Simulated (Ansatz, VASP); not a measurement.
## YMg2O2 in VASP and in Ansatz

File INCAR:

```
  PREC = Accurate
  ENCUT = 600
  EDIFF = 1E-7
  ISMEAR = 0
  SIGMA = 0.1
  LREAL = F
  LASPH = T
  NELM = 100
  ALGO = Normal
  ISIF = 3
  LWAVE = F
  LCHARG = F
  GGA = PE
  IBRION = 2
  NSW = 90
  EDIFFG = -0.04
```

KPOINTS

```
Automatic mesh
0
Gamma
  6 6 4
```

Contents of POSCAR:

```
YMg2O2
1.0
    3.5273185116      0.0000000000      0.0000000000
    0.0000000000      3.5273185116      0.0000000000
    0.0000000000      0.0000000000      5.5323129156
Y Mg O
1 2 2
Direct
    0.0000000000      0.0000000000      0.0000000000
    0.0000000000      0.5000000000      0.5000000000
    0.5000000000      0.0000000000      0.5000000000
    0.5000000000      0.5000000000      0.2530977404
    0.5000000000      0.5000000000      0.7469022596
```

Input for Ansatz:

```yaml
crystal:
  lattice:
    - [3.5273185116, 0.0, 0.0]
    - [0.0, 3.5273185116, 0.0]
    - [0.0, 0.0, 5.5323129156]
  atoms:
    - { symbol: "Y", position: [0.0, 0.0, 0.0] }
    - { symbol: Mg, position: [0.0, 0.5, 0.5] }
    - { symbol: Mg, position: [0.5, 0.0, 0.5] }
    - { symbol: O, position: [0.5, 0.5, 0.2530977404] }
    - { symbol: O, position: [0.5, 0.5, 0.7469022596] }
basis:
  ecutwfc: 420
kpoints:
  mp_grid: { grid: [6, 6, 4] }
hamiltonian:
  xc: pbe
scf:
  occupations: { method: gaussian, width: 0.1 }
  lower_state_search: "off"
output:
  forces: true
  stress: true
  eigenvalues: true
relax:
  adjacent_minimum: "off"
  f_tol: 0.04
  max_steps: 70
  cell: { stress_tol: 0.4 }
```

Change from the starting cell: species swapped into the CeMg2Si2 type (P4/mmm, No. 123).

Alike in both runs: task relaxation of cell and atoms; functional PBE; k mesh 6 × 6 × 4; occupations gaussian, width 0.1 eV; no spin polarisation.

|  | VASP | Ansatz |
| --- | --- | --- |
| version | VASP 6.6.1 | Ansatz 0.2.0 |
| potentials or method | VASP PAW PBE potentials, release 64 (Y_sv, Mg, O), cutoff 600 eV | scalar-relativistic, plane waves, PAW |
| valence electrons in the cell | 27 | 43 |

Ansatz gave:

- gap on the k mesh at the Fermi level, each at its own relaxed structure (eV): none
- relaxed volume (Å³/atom): 13.69
- relaxed cell length with the largest relative difference (Å): 5.517

**Question.** What did VASP give for the same quantities?

**Answer.** gap on the k mesh at the Fermi level, each at its own relaxed structure (eV): none; relaxed volume (Å³/atom): 13.64; relaxed cell length with the largest relative difference (Å): 5.509.

A gap of «none» marks a metal or a gap that the smearing closes. VASP's potentials hold 27 valence electrons a cell and Ansatz's 43, so a difference there can come from the potentials and not from the codes.
